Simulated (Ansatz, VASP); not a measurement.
## Two plane-wave programs on GaTe3O2

```
Ga Te O
1.0
     4.30399    0.00000    0.00000
     0.00000    4.30399    0.00000
     0.00000    0.00000    7.99622
Ga Te O
1 3 2
Direct
  0.00000 0.00000 0.00000
  0.00000 0.50000 0.50755
  0.50000 0.00000 0.49245
  0.50000 0.50000 0.00000
  0.00000 0.50000 0.74480
  0.50000 0.00000 0.25520
```

Change from the starting cell: species swapped into the Ti2CuSb3 type (P-4m2, No. 115).

Alike in both runs: functional PBE; k mesh 10 × 10 × 6; occupations gaussian, width 0.1 eV; no spin polarisation.

Ansatz relaxed the structure, and its values are those at the end. VASP's run is a single point on that final structure, the one shown.

|  | VASP | Ansatz |
| --- | --- | --- |
| version | VASP 6.6.1 | Ansatz 0.2.0 |
| potentials or method | VASP PAW PBE potentials, release 64 (Ga_d, Te, O), cutoff 520 eV | scalar-relativistic, plane waves, PAW |
| valence electrons in the cell | 43 | 73 |

```tsv
	VASP	Ansatz	Ansatz less VASP
gap on the k mesh at the Fermi level (eV)	none	none	-
pressure (GPa)	0.1	0.0	-0.05
rms of the force components (eV/Å)	0.050	0.004	-0.0463
```

A gap of «none» marks a metal or a gap that the smearing closes. With one functional, cell and mesh, what is left measures potentials, basis and numerics. VASP's potentials hold 43 valence electrons a cell and Ansatz's 73, so a difference there can come from the potentials and not from the codes.

Spin-orbit coupling is off throughout.
